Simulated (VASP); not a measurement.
A run of VASP 6.6.1 is set up as follows.

INCAR

```
SYSTEM = CdGeAs2
PREC = Accurate
ENCUT = 520
EDIFF = 1E-6
ISMEAR = 0
SIGMA = 0.01
LREAL = .FALSE.
LASPH = .TRUE.
NELM = 60
ALGO = Normal
ISIF = 2
LWAVE = .FALSE.
LCHARG = .FALSE.
GGA = PE
NBANDS = 46
KPAR = 2
```

The input KPOINTS:

```
Automatic mesh
0
G
  8 8 8
  0 0 0
```

The input POSCAR:

```
CdGeAs2
1.0
   -3.0241679077      3.0241679077      5.7419815118
    3.0241679077     -3.0241679077      5.7419815118
    3.0241679077      3.0241679077     -5.7419815118
Cd Ge As
2 2 4
Direct
    0.2500000000      0.7500000000      0.5000000000
    0.5000000000      0.5000000000      0.0000000000
    0.0000000000      0.0000000000      0.0000000000
    0.7500000000      0.2500000000      0.5000000000
    0.8750000000      0.3482587034      0.9732587034
    0.6517412966      0.6250000000      0.5267412966
    0.3750000000      0.9017412966      0.0267412966
    0.0982587034      0.1250000000      0.4732587034
```

Potentials or basis: VASP PAW PBE potentials, release 64 (Cd, Ge_d, As).

Command:

```bash
$ cat potpaw_PBE.64/Cd/POTCAR potpaw_PBE.64/Ge_d/POTCAR potpaw_PBE.64/As/POTCAR > POTCAR
$ mpirun -np 2 vasp_std > vasp.out
```

(1) Estimate the band gap on the k mesh.

(2) What does it give for the largest force?

(3) Predict the pressure.

Answers

(1) 0.12 eV (least direct gap 0.21 eV).

(2) 0.008 eV/Å.

(3) 0.2 GPa.

Caveat: semilocal functionals underestimate gaps, and a narrow one can read as zero.
